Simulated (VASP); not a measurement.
A run of VASP 6.6.1 is set up as follows.

The input INCAR:

```
SYSTEM = BN
ALGO = Normal ; EDIFF = 1E-7
ENCUT = 520 ; GGA = PE
ISIF = 2 ; ISMEAR = 0
LASPH = .True. ; LCHARG = .True.
LELF = .True. ; LREAL = .False.
LVHAR = .True. ; LWAVE = .False.
NBANDS = 11 ; NELM = 80
PREC = Accurate ; SIGMA = 0.05
```

The input KPOINTS:

```
k-points
0
Gamma
  12 12 12
  0 0 0
```

POSCAR

```
BN
1.0
    0.0407778415      1.8123485119      1.8123485119
    1.8123485119      0.0407778415      1.8123485119
    1.8531263534      1.8531263534      0.0000000000
B N
1 1
Direct
    0.0000000000      0.0000000000      0.0000000000
    0.7500000000      0.7500000000      0.7500000000
```

Potentials or basis: VASP PAW PBE potentials, release 64 (B, N).

The run is started by

```bash
$ cat potpaw_PBE.64/B/POTCAR potpaw_PBE.64/N/POTCAR > POTCAR
$ mpirun -np 1 vasp_std > vasp.out
```

Q: Estimate the pressure.

A: 1.2 GPa.

Q: What does it give for the largest force?

A: 0.069 eV/Å.

Q: What does it give for the band gap on the k mesh?

A: 4.24 eV (least direct gap 8.11 eV).

Forces in eV/Å, atoms in the order of the input:
```
B    0.000  0.000 -0.069
N    0.000  0.000  0.069
```

Caveat: the cell differs from its parent crystal (strain +0.0450 x Voigt [0, 0, 0, 0, 0, 1]). A k mesh can miss the band edges.
